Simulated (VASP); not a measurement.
# Ca (Pm-3m) in VASP: further runs

Runs on Ca. Level: revPBE. Tasks: single point.

All numbers are computed with VASP 6.6.1; they aren't measurements. Logs are shortened: lines on timing, memory, paths and dates and some standing lists are left out, and cuts for length are marked.

### Step 1. The cell of the first run

The structure is cubic, space group Pm-3m (No. 221). Conventional cell: a = 3.591 Å, b = 3.591 Å, c = 3.591 Å, α = 90.00°, β = 90.00°, γ = 90.00°. Within 4.7 Å of Ca (site symmetry m-3m) lie 6 Ca at 3.59 Å.

### Step 2. Single point, revPBE

Input file INCAR:

```
ALGO = Normal
EDIFF = 1E-6
ENCUT = 520
GGA = RE
ISIF = 2
ISMEAR = -1
LASPH = True
LCHARG = False
LREAL = False
LWAVE = False
NBANDS = 11
NELM = 80
PREC = Accurate
SIGMA = 0.1
```

Input file KPOINTS:

```
k-points
0
Gamma
  10 10 10
```

Input file POSCAR:

```
Ca
1.0
    3.5909557285      0.0000000000      0.0000000000
    0.0000000000      3.5909557285      0.0000000000
    0.0000000000      0.0000000000      3.5909557285
Ca
1
Direct
    0.0000000000      0.0000000000      0.0000000000
```

Potentials or basis: VASP PAW PBE potentials, release 64 (Ca_sv).

Run with:

```bash
> cat potpaw_PBE.64/Ca_sv/POTCAR > POTCAR
> mpirun -np 1 vasp_std > vasp.out
```

OUTCAR:

```text
EDIFF = 1E-6
   ENCUT = 520
   GGA = RE
   ISIF = 2
   ISMEAR = -1
   LASPH = True
   LREAL = False
   NELM = 80
   PREC = Accurate

 ion  position               nearest neighbor table
   1  0.000  0.000  0.000-

  LATTYP: Found a simple cubic cell.
 ALAT       =     3.5909557285

  Lattice vectors:

 A1 = (   3.5909557285,   0.0000000000,   0.0000000000)
 A2 = (   0.0000000000,   3.5909557285,   0.0000000000)
 A3 = (   0.0000000000,   0.0000000000,   3.5909557285)

Analysis of symmetry for initial positions (statically):
=====================================================================
 Subroutine PRICEL returns:
 Original cell was already a primitive cell.

 Routine SETGRP: Setting up the symmetry group for a
 simple cubic supercell.

 Subroutine GETGRP returns: Found 48 space group operations
 (whereof 48 operations were pure point group operations)
 out of a pool of 48 trial point group operations.

The static configuration has the point symmetry O_h .

Analysis of symmetry for dynamics (positions and initial velocities):
=====================================================================
 Subroutine PRICEL returns:
 Original cell was already a primitive cell.

 Routine SETGRP: Setting up the symmetry group for a
 simple cubic supercell.

 Subroutine GETGRP returns: Found 48 space group operations
 (whereof 48 operations were pure point group operations)
 out of a pool of 48 trial point group operations.

The dynamic configuration has the point symmetry O_h .

 Subroutine INISYM returns: Found 48 space group operations
 (whereof 48 operations are pure point group operations),
 and found     1 'primitive' translations

----------------------------------------------------------------------------------------

                                     Primitive cell

  volume of cell :      46.3052

  direct lattice vectors                    reciprocal lattice vectors
     3.590955728  0.000000000  0.000000000     0.278477396  0.000000000  0.000000000
     0.000000000  3.590955728  0.000000000     0.000000000  0.278477396  0.000000000
     0.000000000  0.000000000  3.590955728     0.000000000  0.000000000  0.278477396

  length of vectors
     3.590955728  3.590955728  3.590955728     0.278477396  0.278477396  0.278477396

  position of ions in fractional coordinates (direct lattice)
     0.000000000  0.000000000  0.000000000

[... 73 lines left out ...]
   ENCUT  =  520.0 eV  38.22 Ry    6.18 a.u.   6.68  6.68  6.68*2*pi/ulx,y,z
   NELM   =     80;   NELMIN=  2; NELMDL= -5     # of ELM steps
   EDIFF  = 0.1E-05   stopping-criterion for ELM
   LREAL  =      F    real-space projection
   EDIFFG = 0.1E-04   stopping-criterion for IOM
   NSW    =      0    number of steps for IOM
   IBRION =     -1    ionic relax: 0-MD 1-quasi-New 2-CG
   NFREE  =      0    steps in history (QN), initial steepest desc. (CG)
   ISIF   =      2    stress and relaxation
   ISYM   =      2    0-nonsym 1-usesym 2-fastsym
   POTIM  = 0.5000    time-step for ionic-motion
   TEBEG  =    0.0;   TEEND  =   0.0 temperature during run
   PSTRESS=    0.0 pullay stress
   NELECT =      10.0000    total number of electrons
   NUPDOWN=      -1.0000    fix difference up-down
   EMIN   =  10.00;   EMAX   =-10.00  energy-range for DOS
   EFERMI =   0.00;   METHOD = LEGACY
   ISMEAR =    -1;   SIGMA  =   0.10  broadening in eV -4-tet -1-fermi 0-gaus
   EFERMI_NEDOS =   21; number of points for ismear=-14 and -15
   IALGO  =     38    algorithm
   IMIX   =      4    mixing-type and parameters
     AMIX     =   0.40;   BMIX     =  1.00
     AMIX_MAG =   1.60;   BMIX_MAG =  1.00
  volume/ion in A,a.u.               =      46.31       312.48
  Fermi-wavevector in a.u.,A,eV,Ry     =   0.982196  1.856081 13.125660  0.964709
  Thomas-Fermi vector in A             =   2.113260
   LORBIT       =      0    0 simple, 1 ext, 2 COOP (PROOUT), +10 PAW based schemes
   GGA     = RE    functional components
   LHFCALC =     F    Hartree Fock is set to
   AEXX    =    0.0000 exact exchange contribution
   IVDW    =     0    specifies the selected vdW correction
   LEPSILON=     F    determine dielectric tensor
   LRPA    =     F    only Hartree local field effects (RPA)
 non-spin polarized calculation
  energy-cutoff  :      520.00
  volume of cell :       46.31
 maximum number of plane-waves:      1267
 NGX is ok and might be reduce to    28
   NGX = 13   NGY = 13   NGZ = 13

 number of electron      10.0000002 magnetization

 Free energy of the ion-electron system (eV)
  ---------------------------------------------------
  ext. energy  EPLUGINS =         0.00000000
  ---------------------------------------------------
  free energy    TOTEN  =        -1.38710376 eV

  energy without entropy =       -1.35150522  energy(sigma->0) =       -1.36930449

 E-fermi :   1.6353     XC(G=0):  -7.3371

 val. band max:        1.6235208678   @ k =   0.5000   0.5000   0.2000
 cond. band min:       1.6757507168   @ k =   0.5000   0.3000   0.3000
 fundamental gap:      0.0522298490
 Fermi energy:         1.6353146419

 k-point     1 :       0.0000    0.0000    0.0000
  band No.  band energies     occupation
      1     -40.8287      2.00000
      2     -21.6899      2.00000
      3     -21.6899      2.00000
      4     -21.6899      2.00000
      5      -2.1238      2.00000
      6       2.4821      0.00042
      7       2.4821      0.00042
      8       5.4884      0.00000
      9       5.4884      0.00000
     10       5.4884      0.00000
     11       9.7606      0.00000
[... 309 lines left out ...]
 k-point    24 :       0.3000    0.1000    0.1000
  band No.  band energies     occupation
      1     -40.8174      2.00000
      2     -21.7950      2.00000
      3     -21.6956      2.00000
      4     -21.6944      2.00000
      5      -0.7460      2.00000
      6       2.4385      0.00065
      7       2.8725      0.00001
      8       4.5088      0.00000
      9       4.5708      0.00000
     10       5.3055      0.00000
     11       7.0925      0.00000

 [... further k-points ...]
[... 5 lines left out ...]
  --------------------------------------------------------------------------------------
  -------------------------------------------------------------------------------------
  Total       -0.0184429     -0.0184429     -0.0184429      0.0000000     -0.0000000      0.0000000
  in kB       -0.6381321     -0.6381321     -0.6381321      0.0000000     -0.0000000      0.0000000
  external PRESSURE =      -0.6381321 kB  Pullay stress =       0.0000000 kB

 VOLUME and BASIS-vectors are now :
 -----------------------------------------------------------------------------
  energy-cutoff  :      520.00
  volume of cell :       46.31
      direct lattice vectors                 reciprocal lattice vectors
     3.590955728  0.000000000  0.000000000     0.278477396  0.000000000  0.000000000
     0.000000000  3.590955728  0.000000000     0.000000000  0.278477396  0.000000000
     0.000000000  0.000000000  3.590955728     0.000000000  0.000000000  0.278477396

 POSITION                                       TOTAL-FORCE (eV/Angst)
 -----------------------------------------------------------------------------------
      0.00000      0.00000      0.00000         0.000000      0.000000      0.000000
 -----------------------------------------------------------------------------------
    total drift:                               -0.000000     -0.000000     -0.000000

  FREE ENERGIE OF THE ION-ELECTRON SYSTEM (eV)
  ---------------------------------------------------
  free  energy   TOTEN  =        -1.3871037630 eV

  energy  without entropy=       -1.3515052238  energy(sigma->0) =       -1.36930449
```

OSZICAR:

```text
N       E                     dE             d eps       ncg     rms          rms(c)
DAV:   1     0.697097264214E+02    0.69710E+02   -0.50253E+03  1232   0.822E+02
DAV:   2     0.284354848773E+00   -0.69425E+02   -0.68780E+02  1361   0.209E+02
DAV:   3    -0.128653023091E+01   -0.15709E+01   -0.15493E+01  1822   0.312E+01
DAV:   4    -0.138887588755E+01   -0.10235E+00   -0.10205E+00  1631   0.572E+00
DAV:   5    -0.139078382756E+01   -0.19079E-02   -0.19076E-02  1711   0.751E-01    0.231E+00
DAV:   6    -0.138705156465E+01    0.37323E-02   -0.13073E-02  1471   0.123E+00    0.142E+00
DAV:   7    -0.138756453122E+01   -0.51297E-03   -0.19735E-02  1250   0.167E+00    0.126E-01
DAV:   8    -0.138705789846E+01    0.50663E-03   -0.27834E-03  1365   0.461E-01    0.407E-02
DAV:   9    -0.138710469202E+01   -0.46794E-04   -0.22474E-04  1743   0.133E-01    0.174E-02
DAV:  10    -0.138710356203E+01    0.11300E-05   -0.10704E-05  1406   0.229E-02    0.207E-03
DAV:  11    -0.138710376299E+01   -0.20095E-06   -0.12817E-06  1233   0.708E-03
   1 F= -.13871038E+01 E0= -.13693045E+01  d E =-.355985E-01
```

It took 23 s on 1 thread of AMD EPYC 9R45 (Zen 5), shared host; peak memory 0.14 GiB.

What came out:

```
Free energy            : -1.3871 eV
Pressure               : -0.1 GPa
Band gap on the k mesh : zero (band 5 reaches 2.34 eV, above the bottom of band 6 at 1.06 eV)
```

Levels at points of the mesh, in eV from the Fermi level:
| k point | band 3 | band 4 | band 5 | band 6 | band 7 | band 8 |
| --- | --- | --- | --- | --- | --- | --- |
| (0.00, 0.00, 0.00) | -23.33 | -23.33 | -3.76 | 0.85 | 0.85 | 3.85 |
| (0.50, 0.00, 0.00) | -23.31 | -23.31 | -1.21 | -0.58 | 1.32 | 2.74 |
| (0.50, 0.50, 0.00) | -23.47 | -23.30 | -0.30 | 0.86 | 2.12 | 2.12 |
| (0.50, 0.50, 0.50) | -23.45 | -23.45 | 0.71 | 0.71 | 0.71 | 4.54 |

Caveat: the PAW data sets were made with another functional, which shifts forces and pressure a little.

### Step 3. Single point, revPBE (volume scaled by 1.04)

Input file INCAR:

```
PREC = Accurate
ENCUT = 520
EDIFF = 1E-6
ISMEAR = -1
SIGMA = 0.1
LREAL = F
LASPH = T
NELM = 80
ALGO = Normal
ISIF = 2
LWAVE = F
LCHARG = T
GGA = RE
LELF = T
LVHAR = T
NBANDS = 11
```

Input file KPOINTS:

```
Automatic mesh
0
Gamma
  10 10 10
```

Input file POSCAR:

```
Ca
1.0
    3.6382105650      0.0000000000      0.0000000000
    0.0000000000      3.6382105650      0.0000000000
    0.0000000000      0.0000000000      3.6382105650
Ca
1
Direct
    0.0000000000      0.0000000000      0.0000000000
```

Potentials or basis: VASP PAW PBE potentials, release 64 (Ca_sv).

Run with:

```bash
> cat potpaw_PBE.64/Ca_sv/POTCAR > POTCAR
> mpirun -np 1 vasp_std > vasp.out
```

Run time: 22 s. Hardware: 1 thread of AMD EPYC 9R45 (Zen 5), shared host; peak memory 0.14 GiB.

The run converged. Its results:

| Quantity | Value |
| --- | --- |
| Free energy | -1.3846 eV |
| Pressure | -0.4 GPa |
| Band gap on the k mesh | zero (band 5 reaches 2.22 eV, above the bottom of band 6 at 0.91 eV) |

Levels at points of the mesh, in eV from the Fermi level:
```tsv
k point	band 1	band 2	band 3	band 4	band 5	band 6	band 7	band 8	band 9	band 10
(0.00, 0.00, 0.00)	-42.54	-23.41	-23.41	-23.41	-3.70	0.84	0.84	3.73	3.73	3.73
(0.50, 0.00, 0.00)	-42.53	-23.55	-23.39	-23.39	-1.22	-0.58	1.29	2.67	2.67	3.83
(0.50, 0.50, 0.00)	-42.52	-23.53	-23.53	-23.38	-0.24	0.81	2.02	2.02	2.92	2.92
(0.50, 0.50, 0.50)	-42.51	-23.52	-23.52	-23.52	0.72	0.72	0.72	4.38	4.38	4.85
```

Caveat: the PAW data sets were made with another functional, which shifts forces and pressure a little.

### Step 4. Single point, revPBE (volume scaled by 1.08)

Input file INCAR:

```
SYSTEM = Ca
PREC     = Accurate       ! precision mode
ENCUT    = 520            ! plane-wave cutoff, eV
EDIFF    = 1E-6           ! SCF threshold, eV
ISMEAR   = -1             ! smearing method
SIGMA    = 0.1            ! smearing width, eV
LREAL    = .FALSE.        ! projectors in reciprocal space
LASPH    = .TRUE.         ! aspherical terms in the spheres
NELM     = 60             ! most SCF steps
ALGO     = Normal         ! electronic algorithm
ISIF     = 2              ! what is computed and relaxed
LWAVE    = .FALSE.        ! write WAVECAR
LCHARG   = .FALSE.        ! write CHGCAR
GGA      = RE             ! functional
NBANDS   = 11             ! bands
```

Input file KPOINTS:

```
Automatic mesh
0
G
  10 10 10
  0 0 0
```

Input file POSCAR:

```
Ca
1.0
    3.6842687528      0.0000000000      0.0000000000
    0.0000000000      3.6842687528      0.0000000000
    0.0000000000      0.0000000000      3.6842687528
Ca
1
Direct
    0.0000000000      0.0000000000      0.0000000000
```

Run with:

```bash
> cat potpaw_PBE.64/Ca_sv/POTCAR > POTCAR
> mpirun -np 1 vasp_std > vasp.out
```

Wall time 21 s (1 thread of AMD EPYC 9R45 (Zen 5), shared host); peak memory 0.14 GiB.

Results (log left out):

```yaml
Free_energy: -1.3784 eV
Pressure: -0.7 GPa
Band_gap_on_the_k_mesh: zero (band 5 reaches 2.10 eV, above the bottom of band 6 at 0.78 eV)
```

Levels at points of the mesh, in eV from the Fermi level:
| k point | band 2 | band 3 | band 4 | band 5 | band 6 | band 7 | band 8 | band 9 |
| --- | --- | --- | --- | --- | --- | --- | --- | --- |
| (0.00, 0.00, 0.00) | -23.48 | -23.48 | -23.48 | -3.64 | 0.84 | 0.84 | 3.61 | 3.61 |
| (0.50, 0.00, 0.00) | -23.61 | -23.47 | -23.47 | -1.23 | -0.59 | 1.27 | 2.60 | 2.60 |
| (0.50, 0.50, 0.00) | -23.60 | -23.60 | -23.46 | -0.19 | 0.76 | 1.92 | 1.92 | 2.84 |
| (0.50, 0.50, 0.50) | -23.58 | -23.58 | -23.58 | 0.73 | 0.73 | 0.73 | 4.24 | 4.24 |

Caveat: the PAW data sets were made with another functional, which shifts forces and pressure a little.

### Step 5. Single point, revPBE (volume scaled by 1.12)

Input file INCAR:

```
PREC     = Accurate       # precision mode
ENCUT    = 520            # plane-wave cutoff, eV
EDIFF    = 1E-6           # SCF threshold, eV
ISMEAR   = -1             # smearing method
SIGMA    = 0.1            # smearing width, eV
LREAL    = False          # projectors in reciprocal space
LASPH    = True           # aspherical terms in the spheres
NELM     = 80             # most SCF steps
ALGO     = Normal         # electronic algorithm
ISIF     = 2              # what is computed and relaxed
LWAVE    = False          # write WAVECAR
LCHARG   = True           # write CHGCAR
GGA      = RE             # functional
LELF     = True           # ELF
LVHAR    = True         
NBANDS   = 11             # bands
```

Input file KPOINTS:

```
Automatic mesh
0
Gamma
  10 10 10
```

Input file POSCAR:

```
Ca
1.0
    3.7292032881      0.0000000000      0.0000000000
    0.0000000000      3.7292032881      0.0000000000
    0.0000000000      0.0000000000      3.7292032881
Ca
1
Direct
    0.0000000000      0.0000000000      0.0000000000
```

Run with:

```bash
> cat potpaw_PBE.64/Ca_sv/POTCAR > POTCAR
> mpirun -np 1 vasp_std > vasp.out
```

It took 22 s on 1 thread of AMD EPYC 9R45 (Zen 5), shared host; peak memory 0.14 GiB.

The run converged. Its results:

```
Free energy            : -1.3690 eV
Pressure               : -1.0 GPa
Band gap on the k mesh : zero (band 5 reaches 1.98 eV, above the bottom of band 6 at 0.65 eV)
```

Levels at points of the mesh, in eV from the Fermi level:
```
           k point  band 3  band 4  band 5  band 6  band 7  band 8
(0.00, 0.00, 0.00)  -23.56  -23.56   -3.59    0.84    0.84    3.50
(0.50, 0.00, 0.00)  -23.55  -23.55   -1.25   -0.59    1.25    2.53
(0.50, 0.50, 0.00)  -23.66  -23.54   -0.15    0.72    1.83    1.83
(0.50, 0.50, 0.50)  -23.65  -23.65    0.74    0.74    0.74    4.10
```

Caveat: the PAW data sets were made with another functional, which shifts forces and pressure a little.

### Step 6. Summary

| cell | gap on the mesh (eV) | pressure (GPa) |
| --- | --- | --- |
| a = 3.591 Å, 1 atom | none | -0.1 |
| a = 3.638 Å, 1 atom | none | -0.4 |
| a = 3.684 Å, 1 atom | none | -0.7 |
| a = 3.729 Å, 1 atom | none | -1.0 |

Alike in all rows: task single point; level revPBE; potentials or basis VASP PAW PBE potentials, release 64 (Ca_sv); no spin polarisation; k mesh 10 × 10 × 10; cutoff (eV) 520; smearing fermi-dirac 0.1 eV.

Caveats: the PAW data sets were made with another functional, which shifts forces and pressure a little.

Total energies depend on the potentials used, so only differences within one code and one set of settings carry meaning.
